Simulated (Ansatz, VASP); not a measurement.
# InSb3: VASP beside Ansatz

INCAR

```
PREC = Accurate ; ENCUT = 520
EDIFF = 1E-6 ; ISMEAR = -1
SIGMA = 0.05 ; LREAL = F
LASPH = T ; NELM = 100
ALGO = Normal ; ISIF = 2
LWAVE = F ; LCHARG = F
GGA = PS ; NBANDS = 22
```

Contents of KPOINTS:

```
regular mesh
0
Gamma
  6 6 6
```

The input POSCAR:

```
InSb3
1.0
    4.9006334225      0.0000000000      0.0000000000
    0.0000000000      4.9006334225      0.0000000000
    0.0000000000      0.0000000000      4.9006334225
Sb In
3 1
Direct
    0.5000000000      0.5000000000      0.0000000000
    0.0000000000      0.5000000000      0.5000000000
    0.5000000000      0.0000000000      0.5000000000
    0.0000000000      0.0000000000      0.0000000000
```

File input.yaml:

```yaml
crystal:
  lattice:
    - [4.9006334225, 0.0, 0.0]
    - [0.0, 4.9006334225, 0.0]
    - [0.0, 0.0, 4.9006334225]
  atoms:
    - { symbol: Sb, position: [0.5, 0.5, 0.0] }
    - { symbol: Sb, position: [0.0, 0.5, 0.5] }
    - { symbol: Sb, position: [0.5, 0.0, 0.5] }
    - { symbol: In, position: [0.0, 0.0, 0.0] }
kpoints:
  mp_grid: { grid: [6, 6, 6] }
scf:
  occupations: { method: fermi_dirac, width: 0.05 }
hamiltonian:
  xc: pbesol
  pseudopotentials: { kind: all_electron, lapw: { basis_error: 0.001 } }
output:
  forces: true
  stress: true
  eigenvalues: true
```

Change from the starting cell: volume scaled by 1.06.

Alike in both runs: task single point; functional PBEsol; k mesh 6 × 6 × 6; occupations fermi-dirac, width 0.05 eV; no spin polarisation.

|  | VASP | Ansatz |
| --- | --- | --- |
| version | VASP 6.6.1 | Ansatz 0.2.0 |
| potentials or method | VASP PAW PBE potentials, release 64 (Sb, In_d), cutoff 520 eV | all-electron LAPW, scalar-relativistic |

|  | VASP | Ansatz | Ansatz less VASP |
| --- | --- | --- | --- |
| gap on the k mesh at the Fermi level (eV) | none | none | - |
| pressure (GPa) | -5.0 | -5.0 | +0.05 |

VASP's potentials were made for PBE, not for PBEsol. A gap of «none» marks a metal or a gap that the smearing closes. Ansatz ran all-electron here, and VASP with PAW potentials.

Neither program's run includes spin-orbit coupling.
